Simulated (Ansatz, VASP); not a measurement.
## PbSe in VASP and in Ansatz

```xyz
4
Lattice="2.1971 -6.2543 0.0000 2.1971 6.2543 0.0000 0.0000 0.0000 4.5378" Properties=species:S:1:pos:R:3 pbc="T T T"
Pb    2.1971    1.6481    1.1344
Pb    2.1971   -1.6481    3.4033
Se    2.1971    4.5192    1.1344
Se    2.1971   -4.5192    3.4033
```

Alike in both runs: task single point; functional PBE; k mesh 7 × 7 × 6; occupations fermi-dirac, width 0.05 eV; no spin polarisation.

|  | VASP | Ansatz |
| --- | --- | --- |
| version | VASP 6.6.1 | Ansatz 0.2.0 |
| potentials or method | VASP PAW PBE potentials, release 64 (Pb_d, Se) | Ansatz PAW |
| plane-wave cutoff (eV) | 520 | 420 |
| valence electrons in the cell | 40 | 60 |

Ansatz gave:

- gap on the k mesh at the Fermi level (eV): 1.05
- least direct gap on the mesh (eV): 1.05
- pressure (GPa): -1.5
- traceless stress, the component that is largest in VASP (GPa): 0.24
- rms of the force components (eV/Å): 0.087

Q: What did VASP give for the same quantities?

A: gap on the k mesh at the Fermi level (eV): 1.05; least direct gap on the mesh (eV): 1.05; pressure (GPa): -1.5; traceless stress, the component that is largest in VASP (GPa): 0.26; rms of the force components (eV/Å): 0.084.

Atom by atom the forces differ by 0.004 eV/Å (rms over components). VASP's potentials hold 40 valence electrons a cell and Ansatz's 60, so a difference there can come from the potentials and not from the codes.

Neither program's run includes spin-orbit coupling. Noted on Ansatz's run: odd divisions of the mesh miss points on the zone boundary, where band edges often lie, so the gap on the mesh can be too wide.
